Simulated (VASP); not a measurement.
Wanted: the native input for a VASP 6.6.1 run.

```
Task                   : single point
Functional             : PBE
Potentials or basis    : VASP PAW PBE potentials, release 64 (B, C)
Cutoff                 : 520 eV
k mesh                 : 6 × 6 × 4
Occupations            : gaussian, width 0.1 eV
Spin                   : no spin polarisation
Dipole correction      : no
Further INCAR settings : ALGO = Normal; EDIFF = 1e-06; NBANDS = 17
```

The structure of B2C3 lies in POSCAR:

```
B2C3
1.0
    3.8320296300      0.0000000000      0.0000000000
   -1.9160148100      3.3186350000      0.0000000000
    0.0000000000      0.0000000000      5.2236205900
B C
2 3
Direct
    0.3333333300      0.6666666700      0.3515271400
    0.3333333300      0.6666666700      0.6484728600
    0.3333333300      0.6666666700      0.8573945000
    0.3333333300      0.6666666700      0.1426055000
    0.6666666700      0.3333333300      0.0000000000
```

The cell was generated, and may not be a known phase.

These files were run (other wordings do the same):

INCAR

```
SYSTEM = B2C3
PREC = Accurate ; ENCUT = 520
EDIFF = 1E-6 ; ISMEAR = 0
SIGMA = 0.1 ; LREAL = .FALSE.
LASPH = .TRUE. ; NELM = 100
ALGO = Normal ; ISIF = 2
LWAVE = .FALSE. ; LCHARG = .TRUE.
GGA = PE ; LELF = .TRUE.
LVHAR = .TRUE. ; NBANDS = 17
```

KPOINTS

```
Automatic mesh
0
G
  6 6 4
  0 0 0
```

Potentials or basis: VASP PAW PBE potentials, release 64 (B, C).

Command:

```bash
$ cat potpaw_PBE.64/B/POTCAR potpaw_PBE.64/C/POTCAR > POTCAR
$ mpirun -np 1 vasp_std > vasp.out
```

It gave:

```yaml
Pressure: 48.0 GPa
Largest_force: 34.586 eV/Å
Band_gap_on_the_k_mesh: zero (bands 9 and 10 overlap by 0.48 eV)
```

Caveat: atoms lie so close that the PAW spheres overlap strongly, which falsifies energies and pressures; the stress differs along the axes, from -8 to 161 GPa; forces of over 1 eV/Å act on the atoms, so gaps and moduli don't describe the material at rest.

Run time: 18 s on 1 thread of Intel(R) Xeon(R) 6975P-C (Granite Rapids), with other jobs on the host, peak memory 0.17 GiB.
